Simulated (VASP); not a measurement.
Input of a VASP 6.6.1 run:

File INCAR:

```
SYSTEM = SnTe
PREC = Accurate
ENCUT = 520
EDIFF = 1E-6
ISMEAR = 0
SIGMA = 0.03
LREAL = .FALSE.
LASPH = .TRUE.
NELM = 80
ALGO = Normal
ISIF = 2
LWAVE = .FALSE.
LCHARG = .FALSE.
GGA = PE
NBANDS = 17
```

Contents of KPOINTS:

```
Automatic mesh
0
G
  10 10 10
  0 0 0
```

File POSCAR:

```
SnTe
1.0
    0.0000000000      3.1565000000      3.3143250000
    3.1565000000      0.0000000000      3.3143250000
    3.1565000000      3.1565000000      0.0000000000
Sn Te
1 1
Direct
    0.0000000000      0.0000000000      0.0000000000
    0.5000000000      0.5000000000      0.5000000000
```

Potentials or basis: VASP PAW PBE potentials, release 64 (Sn_d, Te).

The run is started by

```bash
$ cat potpaw_PBE.64/Sn_d/POTCAR potpaw_PBE.64/Te/POTCAR > POTCAR
$ mpirun -np 1 vasp_std > vasp.out
```

(1) Predict the pressure.

(2) Estimate the band gap on the k mesh.

## Answers

(1) 0.1 GPa.

(2) 0.05 eV.

Caveat: the cell differs from its parent crystal (strain +0.000 along x and y, +0.050 along z); spin-orbit coupling is left out, which moves the levels of the heavy elements.
